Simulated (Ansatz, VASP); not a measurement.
## AgCl in VASP and in Ansatz

```
Ag Cl
1.0
    -3.78617    0.00000    0.00000
     0.00000    0.00000    3.89371
     0.00000   11.62244    0.00000
Ag Cl
4 4
Direct
  0.98500 0.75000 0.60605
  0.48500 0.75000 0.10605
  0.01500 0.25000 0.39395
  0.51500 0.25000 0.89395
  0.05282 0.25000 0.13352
  0.55282 0.25000 0.63352
  0.94718 0.75000 0.86648
  0.44718 0.75000 0.36648
```

Change from the starting cell: mode 18 (127.2 1/cm) frozen in, largest displacement -0.200 Å.

Alike in both runs: task single point; functional PBE; k mesh 10 × 10 × 4; occupations gaussian, width 0.05 eV; no spin polarisation.

|  | VASP | Ansatz |
| --- | --- | --- |
| version | VASP 6.6.1 | Ansatz 0.2.0 |
| potentials or method | VASP PAW PBE potentials, release 64 (Ag, Cl), cutoff 520 eV | scalar-relativistic, plane waves, PAW |
| valence electrons in the cell | 72 | 104 |

|  | VASP | Ansatz | Ansatz less VASP |
| --- | --- | --- | --- |
| gap on the k mesh at the Fermi level (eV) | 0.38 | 0.38 | +0.002 |
| least direct gap on the mesh (eV) | 1.89 | 1.89 | 0.000 |
| pressure (GPa) | 1.3 | 1.5 | +0.14 |
| traceless stress, the component that is largest in VASP (GPa) | 1.23 | 1.26 | +0.027 |
| rms of the force components (eV/Å) | 0.243 | 0.246 | +0.0027 |

Atom by atom the forces differ by 0.003 eV/Å (rms over components). VASP's potentials hold 72 valence electrons a cell and Ansatz's 104, so a difference there can come from the potentials and not from the codes.
